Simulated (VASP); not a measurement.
# NaP2 (P6/mmm) in VASP: notebook, part 2 of 2

VASP 6.6.1. The steps go on from the part before.

## 4. Relaxation of cell and atoms, PBE

This run uses another cell than the first one, of 21.32 Å³/atom.

Input file INCAR:

```
ALGO     = Normal         # electronic algorithm
EDIFF    = 1E-6           # SCF threshold, eV
EDIFFG   = -0.01          # ionic threshold
ENCUT    = 600            # plane-wave cutoff, eV
GGA      = PE             # functional
IBRION   = 2              # ionic algorithm
ISIF     = 3              # what is computed and relaxed
ISMEAR   = 0              # smearing method
LASPH    = T              # aspherical terms in the spheres
LCHARG   = F              # write CHGCAR
LREAL    = F              # projectors in reciprocal space
LWAVE    = F              # write WAVECAR
NELM     = 80             # most SCF steps
NSW      = 100            # ionic steps
PREC     = Accurate       # precision mode
SIGMA    = 0.1            # smearing width, eV
```

Input file KPOINTS:

```
k-points
0
Gamma
  15 15 10
```

Input file POSCAR:

```
NaP2
1.0
    4.0849363410      0.0000000000      0.0000000000
   -2.0424681705      3.5376586441      0.0000000000
    0.0000000000      0.0000000000      4.4255729434
Na P
1 2
Direct
    0.0000000000      0.0000000000      0.0000000000
    0.3333333333      0.6666666667      0.5000000000
    0.6666666667      0.3333333333      0.5000000000
```

Potentials or basis: VASP PAW PBE potentials, release 64 (Na_pv, P).

Launch:

```console
$ cat potpaw_PBE.64/Na_pv/POTCAR potpaw_PBE.64/P/POTCAR > POTCAR
$ mpirun -np 1 vasp_std > vasp.out
```

OUTCAR:

```text
EDIFF = 1E-6
   EDIFFG = -0.01
   ENCUT = 600
   GGA = PE
   IBRION = 2
   ISIF = 3
   ISMEAR = 0
   LASPH = T
   LREAL = F
   NELM = 80
   NSW = 100
   PREC = Accurate

 ion  position               nearest neighbor table
   1  0.000  0.000  0.000-
   2  0.333  0.667  0.500-   3 2.36   3 2.36   3 2.36
   3  0.667  0.333  0.500-   2 2.36   2 2.36   2 2.36

  LATTYP: Found a hexagonal cell.
 ALAT       =     4.0849363410
 C/A-ratio  =     1.0833884727

  Lattice vectors:

 A1 = (   4.0849363410,   0.0000000000,   0.0000000000)
 A2 = (  -2.0424681705,   3.5376586441,   0.0000000000)
 A3 = (   0.0000000000,   0.0000000000,   4.4255729434)

Analysis of symmetry for initial positions (statically):
=====================================================================
 Subroutine PRICEL returns:
 Original cell was already a primitive cell.

 Routine SETGRP: Setting up the symmetry group for a
 hexagonal supercell.

 Subroutine GETGRP returns: Found 24 space group operations
 (whereof 24 operations were pure point group operations)
 out of a pool of 24 trial point group operations.

The static configuration has the point symmetry D_6h.

Analysis of symmetry for dynamics (positions and initial velocities):
=====================================================================
 Subroutine PRICEL returns:
 Original cell was already a primitive cell.

 Routine SETGRP: Setting up the symmetry group for a
 hexagonal supercell.

 Subroutine GETGRP returns: Found 24 space group operations
 (whereof 24 operations were pure point group operations)
 out of a pool of 24 trial point group operations.

The dynamic configuration has the point symmetry D_6h.

 Subroutine INISYM returns: Found 24 space group operations
 (whereof 24 operations are pure point group operations),
 and found     1 'primitive' translations

----------------------------------------------------------------------------------------

                                     Primitive cell

  volume of cell :      63.9544

  direct lattice vectors                    reciprocal lattice vectors
     4.084936341  0.000000000  0.000000000     0.244801857  0.141336418  0.000000000
    -2.042468170  3.537658644  0.000000000     0.000000000  0.282672836  0.000000000
     0.000000000  0.000000000  4.425572943     0.000000000  0.000000000  0.225959444

  length of vectors
     4.084936341  4.084936341  4.425572943     0.282672836  0.282672836  0.225959444

  position of ions in fractional coordinates (direct lattice)
     0.000000000  0.000000000  0.000000000
     0.333333333  0.666666667  0.500000000
     0.666666667  0.333333333  0.500000000

  ion indices of the primitive-cell ions
   primitive index   ion index
                 1           1
                 2           2
                 3           3

----------------------------------------------------------------------------------------

 KPOINTS: k-points

Automatic generation of k-mesh.
 Grid dimensions read from file:
 generate k-points for:   15   15   10

 Generating k-lattice:

  Cartesian coordinates                     Fractional coordinates (reciprocal lattice)
     0.016320124  0.009422428  0.000000000     0.066666667  0.000000000  0.000000000
[... 52 lines left out ...]
   ICHARG =      2    charge: 1-file 2-atom 10-const
   ISPIN  =      1    spin polarized calculation?
   LNONCOLLINEAR =      F non collinear calculations
   LSORBIT =      F    spin-orbit coupling
   LASPH  =      T    aspherical Exc in radial PAW
   ENCUT  =  600.0 eV  44.10 Ry    6.64 a.u.   8.16  8.16  8.84*2*pi/ulx,y,z
   NELM   =     80;   NELMIN=  2; NELMDL= -5     # of ELM steps
   EDIFF  = 0.1E-05   stopping-criterion for ELM
   LREAL  =      F    real-space projection
   EDIFFG = -.1E-01   stopping-criterion for IOM
   NSW    =    100    number of steps for IOM
   IBRION =      2    ionic relax: 0-MD 1-quasi-New 2-CG
   NFREE  =      1    steps in history (QN), initial steepest desc. (CG)
   ISIF   =      3    stress and relaxation
   ISYM   =      2    0-nonsym 1-usesym 2-fastsym
   POTIM  = 0.5000    time-step for ionic-motion
   TEBEG  =    0.0;   TEEND  =   0.0 temperature during run
   PSTRESS=    0.0 pullay stress
   NELECT =      17.0000    total number of electrons
   NUPDOWN=      -1.0000    fix difference up-down
   EMIN   =  10.00;   EMAX   =-10.00  energy-range for DOS
   EFERMI =   0.00;   METHOD = LEGACY
   ISMEAR =     0;   SIGMA  =   0.10  broadening in eV -4-tet -1-fermi 0-gaus
   EFERMI_NEDOS =   21; number of points for ismear=-14 and -15
   IALGO  =     38    algorithm
   IMIX   =      4    mixing-type and parameters
     AMIX     =   0.40;   BMIX     =  1.00
     AMIX_MAG =   1.60;   BMIX_MAG =  1.00
  volume/ion in A,a.u.               =      21.32       143.86
  Fermi-wavevector in a.u.,A,eV,Ry     =   1.052610  1.989145 15.075094  1.107988
  Thomas-Fermi vector in A             =   2.187700
   LORBIT       =      0    0 simple, 1 ext, 2 COOP (PROOUT), +10 PAW based schemes
   GGA     = PE    functional components
   LHFCALC =     F    Hartree Fock is set to
   AEXX    =    0.0000 exact exchange contribution
   IVDW    =     0    specifies the selected vdW correction
   LEPSILON=     F    determine dielectric tensor
   LRPA    =     F    only Hartree local field effects (RPA)
 conjugate gradient relaxation of ions
 non-spin polarized calculation
 Gauss-broadening in eV      SIGMA  =   0.10
  energy-cutoff  :      600.00
  volume of cell :       63.95
 maximum number of plane-waves:      2152
 NGX is ok and might be reduce to    36
   NGX = 17   NGY = 17   NGZ = 17

--------------------------------------- Ionic step        1  -------------------------------------------

 number of electron      17.0000000 magnetization

 Free energy of the ion-electron system (eV)
  ---------------------------------------------------
  ext. energy  EPLUGINS =         0.00000000
  ---------------------------------------------------
  free energy    TOTEN  =       -12.13931040 eV

  energy without entropy =      -12.13380529  energy(sigma->0) =      -12.13655785

------------------------ aborting loop because EDIFF is reached ----------------------------------------

  FORCE on cell =-STRESS in cart. coord.  units (eV):
  Direction    XX          YY          ZZ          XY          YZ          ZX
  --------------------------------------------------------------------------------------
  -------------------------------------------------------------------------------------
  Total        0.3350458      0.3350458     -0.1077883      0.0000000      0.0000000     -0.0000000
  in kB        8.3935189      8.3935189     -2.7002966      0.0000000      0.0000000     -0.0000000
  external PRESSURE =       4.6955804 kB  Pullay stress =       0.0000000 kB
[... 209 lines left out ...]
--------------------------------------- Ionic step        7  -------------------------------------------

 number of electron      17.0000001 magnetization

 Free energy of the ion-electron system (eV)
  ---------------------------------------------------
  ext. energy  EPLUGINS =         0.00000000
  ---------------------------------------------------
  free energy    TOTEN  =       -12.14159935 eV

  energy without entropy =      -12.13689977  energy(sigma->0) =      -12.13924956

 E-fermi :   4.0621     XC(G=0):  -8.8448

 val. band max:        4.0365374916   @ k =   0.2667   0.2000   0.0000
 cond. band min:       4.0648624363   @ k =   0.2667   0.0667   0.3000
 fundamental gap:      0.0283249447
 Fermi energy:         4.0621196603

 k-point     1 :       0.0000    0.0000    0.0000
  band No.  band energies     occupation
      1     -20.2609      2.00000
      2     -20.2477      2.00000
      3     -20.2477      2.00000
      4      -9.4712      2.00000
      5      -0.7298      2.00000
      6       0.1055      2.00000
      7       0.1055      2.00000
      8       0.5476      2.00000
      9       4.6464      0.00000
     10       4.6464      0.00000
     11       5.1906      0.00000
     12       6.8539      0.00000
[... 331 lines left out ...]
 k-point    24 :       0.4000    0.2000    0.0000
  band No.  band energies     occupation
      1     -20.2589      2.00000
      2     -20.2577      2.00000
      3     -20.2528      2.00000
      4      -7.4244      2.00000
      5      -6.2919      2.00000
      6      -1.8614      2.00000
      7       2.3449      2.00000
      8       3.3844      2.00000
      9       3.8499      1.99731
     10       6.8924      0.00000
     11       8.0367      0.00000
     12       8.0696      0.00000

 [... further k-points ...]

------------------------ aborting loop because EDIFF is reached ----------------------------------------

  FORCE on cell =-STRESS in cart. coord.  units (eV):
  Direction    XX          YY          ZZ          XY          YZ          ZX
  --------------------------------------------------------------------------------------
  -------------------------------------------------------------------------------------
  Total        0.0193870      0.0193870     -0.0276426     -0.0000000     -0.0000000      0.0000000
  in kB        0.4828847      0.4828847     -0.6885098     -0.0000000     -0.0000000      0.0000000
  external PRESSURE =       0.0924198 kB  Pullay stress =       0.0000000 kB
[... 18 lines left out ...]
  FREE ENERGIE OF THE ION-ELECTRON SYSTEM (eV)
  ---------------------------------------------------
  free  energy   TOTEN  =       -12.1415993549 eV

  energy  without entropy=      -12.1368997725  energy(sigma->0) =      -12.13924956

 reached required accuracy - stopping structural energy minimisation
```

It took 2.4 min on 1 thread of Intel Xeon 6975P-C (Granite Rapids), shared host; peak memory 0.29 GiB.

Results:

| Item | Value |
| --- | --- |
| Free energy | -12.1416 eV |
| Relaxed volume | 21.44 Å³/atom |
| Relaxed cell | a = 4.108 Å, b = 4.108 Å, c = 4.402 Å, α = 90.00°, β = 90.00°, γ = 120.00° |
| Space group after relaxing (to 0.1 Å) | P6/mmm (No. 191) |
| Energy gained by relaxing | 0.8 meV/atom |
| Ionic steps | 7 |
| Pressure after relaxing | 0.0 GPa |
| Band gap on the k mesh | zero (an odd number of electrons rules out a gap without spin polarisation) |

Stress tensor (GPa, compression positive):
```
 0.05  0.00  0.00
 0.00  0.05  0.00
 0.00  0.00 -0.07
```

The path:
```
step  energy change (eV)  largest force (eV/Å)  pressure (GPa)  volume (Å³)
   1              0.0000                0.0000            0.47        63.95
   2             -0.0020                0.0000           -0.08        64.53
   3             -0.0020                0.0000           -0.14        64.58
   4             -0.0020                0.0000           -0.09        64.56
   5             -0.0022                0.0000           -0.02        64.46
   6             -0.0022                0.0000           -0.04        64.41
   7             -0.0023                0.0000            0.01        64.32
```

Final structure:
```
CELL_PARAMETERS angstrom
4.10793 0.00000 0.00000
-2.05397 3.55757 0.00000
0.00000 0.00000 4.40151
ATOMIC_POSITIONS crystal
Na 0.00000 0.00000 0.00000
P 0.33333 0.66667 0.50000
P 0.66667 0.33333 0.50000
```

Caveat: an odd number of electrons without spin polarisation forces a metal; a magnetic or distorted state may lie lower.

## 5. The runs side by side

```tsv
task	cell	k mesh	cutoff (eV)	gap on the mesh (eV)	pressure (GPa)	relaxed volume (Å³/atom)
single point	a = 4.111, b = 4.111, c = 4.389 Å, angles 90.0, 90.0, 120.0°, 3 atoms	15 × 15 × 10	520	none	0.0	-
relaxation of cell and atoms	relaxed from a = 4.428, b = 4.428, c = 3.111 Å, angles 90.0, 90.0, 120.0°, 3 atoms	12 × 12 × 14	600	none	0.0	21.26
relaxation of cell and atoms	relaxed from a = 4.085, b = 4.085, c = 4.426 Å, angles 90.0, 90.0, 120.0°, 3 atoms	15 × 15 × 10	600	none	0.0	21.44
```

Alike in all rows: level PBE; potentials or basis VASP PAW PBE potentials, release 64 (Na_pv, P); no spin polarisation; smearing gaussian 0.1 eV.

Caveats: an odd number of electrons without spin polarisation forces a metal; a magnetic or distorted state may lie lower; the volume moved by over 15 % at a fixed basis, so the end points are rough (at least some runs).

Total energies depend on the potentials used, so only differences within one code and one set of settings carry meaning.

The gap in the log of VASP goes by the Fermi energy; the results here count the filled bands.